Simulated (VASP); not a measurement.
Ta3N, 4 atoms in the cell. It takes space group R-3m (No. 166, trigonal). Conventional cell: a = 4.324 Å, b = 4.324 Å, c = 12.940 Å, α = 90.00°, β = 90.00°, γ = 120.00°. Ta (site symmetry 3m) has 3 N at 2.54 Å and 7 Ta at 2.61 to 3.02 Å within 3.3 Å. Within 3.4 Å of Ta (site symmetry -3m) lie 8 Ta at 2.61 to 3.02 Å and 6 N at 3.30 Å. N (site symmetry -3m) has 12 Ta at 2.54 to 3.30 Å within 3.3 Å. The cell was generated, and may not be a known phase.

| Property | Result |
| --- | --- |
| Program | VASP 6.6.1 |
| Task | single point |
| Functional | PBE |
| Potentials or basis | VASP PAW PBE potentials, release 64 (Ta_pv, N) |
| Cutoff | 520 eV |
| k mesh | 6 × 6 × 6 |
| Occupations | gaussian, width 0.1 eV |
| Spin | collinear spin |
| Starting moments | [1.0, 1.0, 1.0, 0.0] μB |
| Dipole correction | no |
| Further INCAR settings | ALGO = Normal; EDIFF = 1e-07; NBANDS = 31 |

Potentials or basis: VASP PAW PBE potentials, release 64 (Ta_pv, N).

Run with:

```sh
$ cat potpaw_PBE.64/Ta_pv/POTCAR potpaw_PBE.64/N/POTCAR > POTCAR
$ mpirun -np 1 vasp_std > vasp.out
```

Hardware: 1 thread of Intel(R) Xeon(R) 6975P-C (Granite Rapids), with other jobs on the host.

Question: Estimate the wall time of this run.

Answer: Run time: 100 s on 1 thread of Intel(R) Xeon(R) 6975P-C (Granite Rapids), with other jobs on the host, peak memory 0.33 GiB. Counts: scf iterations 18, k points 32.
